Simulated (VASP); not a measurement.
A run of VASP 6.6.1 is set up as follows.

Contents of INCAR:

```
SYSTEM = Ti
ALGO     = Fast           ! electronic algorithm
EDIFF    = 1E-6           ! SCF threshold, eV
ENCUT    = 520            ! plane-wave cutoff, eV
GGA      = PE             ! functional
ISIF     = 2              ! what is computed and relaxed
ISMEAR   = 0              ! smearing method
LASPH    = .TRUE.         ! aspherical terms in the spheres
LCHARG   = .TRUE.         ! write CHGCAR
LELF     = .TRUE.         ! ELF
LREAL    = .FALSE.        ! projectors in reciprocal space
LVHAR    = .TRUE.       
LWAVE    = .FALSE.        ! write WAVECAR
NBANDS   = 19             ! bands
NELM     = 100            ! most SCF steps
PREC     = Accurate       ! precision mode
SIGMA    = 0.1            ! smearing width, eV
```

Contents of KPOINTS:

```
k-points
0
G
  6 6 4
  0 0 0
```

Contents of POSCAR:

```
Ti
1.0
    1.6470923000     -2.3365693100      0.0000000000
    1.6470923000      2.3365693100      0.0000000000
    0.0000000000      0.0000000000      4.5925278600
Ti
2
Direct
    0.2500000000      0.7500000000      0.2801629900
    0.7500000000      0.2500000000      0.7198370100
```

Potentials or basis: VASP PAW PBE potentials, release 64 (Ti_sv).

The run is started by

```bash
$ cat potpaw_PBE.64/Ti_sv/POTCAR > POTCAR
$ mpirun -np 1 vasp_std > vasp.out
```

Task: Predict the pressure.

Result: -0.7 GPa.

Task: Estimate the largest force.

Result: 0.619 eV/Å.

Task: Predict the band gap on the k mesh.

Result: Zero (band 12 reaches 8.43 eV, above the bottom of band 13 at 7.58 eV).

Stress tensor (GPa, compression positive):
```
 1.77  0.00  0.00
 0.00 -5.06  0.00
 0.00  0.00  1.31
```

Caveat: the k points lie up to 0.39 Å⁻¹ apart.
